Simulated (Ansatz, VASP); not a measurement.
**One calculation of AlGa3As4, two programs**

```
Al Ga As
1.0
     4.06098    0.00000    0.00000
     0.00000    4.06098    0.00000
     0.00000    0.00000   11.47567
Al Ga As
1 3 4
Direct
  0.00000 0.00000 0.50000
  0.00000 0.00000 0.00000
  0.50000 0.50000 0.25025
  0.50000 0.50000 0.74975
  0.50000 0.00000 0.37590
  0.00000 0.50000 0.62410
  0.50000 0.00000 0.87490
  0.00000 0.50000 0.12510
```

Alike in both runs: functional PBE; k mesh 10 × 10 × 4; occupations gaussian, width 0.02 eV; no spin polarisation.

Ansatz relaxed the structure, and its values are those at the end. VASP's run is a single point on that final structure, the one shown.

|  | VASP | Ansatz |
| --- | --- | --- |
| version | VASP 6.6.1 | Ansatz 0.2.0 |
| potentials or method | VASP PAW PBE potentials, release 64 (Al, Ga_d, As), cutoff 520 eV | scalar-relativistic, plane waves, PAW |
| valence electrons in the cell | 62 | 102 |

```csv
,VASP,Ansatz,Ansatz less VASP
gap on the k mesh at the Fermi level (eV),0.53,0.52,-0.003
least direct gap on the mesh (eV),0.53,0.52,-0.003
pressure (GPa),0.2,0.0,-0.16
```

The functional is the same, so the differences come from potentials, cutoffs and numerics. VASP's potentials hold 62 valence electrons a cell and Ansatz's 102, so a difference there can come from the potentials and not from the codes.
